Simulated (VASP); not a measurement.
# Si3Ge: single point with PBE

The system is Si3Ge.

```
Si Ge
1.0
     2.71500    0.00000    0.00000
    -1.35750    2.35126    0.00000
     0.00000    0.00000   10.11061
Si Ge
3 1
Direct
  0.00000 0.00000 0.50000
  0.00000 0.00000 0.74356
  0.00000 0.00000 0.25644
  0.00000 0.00000 0.00000
```

```
Program             : VASP 6.6.1
Task                : single point
Functional          : PBE
Potentials or basis : VASP PAW PBE potentials, release 64 (Si, Ge_d)
Cutoff              : 520 eV
k mesh              : 21 × 21 × 6
Occupations         : gaussian, width 0.1 eV
Spin                : no spin polarisation
```

| Property | Result |
| --- | --- |
| Pressure | 0.0 GPa |
| Band gap on the k mesh | zero (band 13 reaches 16.19 eV, above the bottom of band 14 at 5.64 eV) |

Forces on the atoms (eV/Å):
```
Si   0.000  0.000  0.000
Si   0.000  0.000 -0.003
Si   0.000  0.000  0.003
Ge   0.000  0.000  0.000
```

Levels at points of the mesh, in eV from the Fermi level:
| k point | band 9 | band 10 | band 11 | band 12 | band 13 | band 14 | band 15 | band 16 | band 17 | band 18 |
| --- | --- | --- | --- | --- | --- | --- | --- | --- | --- | --- |
| (0.00, 0.00, 0.00) | -8.93 | -6.68 | -0.91 | -0.76 | 7.71 | 8.16 | 9.21 | 9.21 | 10.29 | 10.29 |
| (0.00, 0.00, 0.50) | -10.20 | -4.54 | -4.38 | 3.07 | 3.74 | 9.34 | 9.34 | 9.77 | 9.77 | 11.35 |

Run time: 100 s on 1 thread of Intel(R) Xeon(R) 6975P-C (Granite Rapids), on a shared host, peak memory 0.35 GiB.
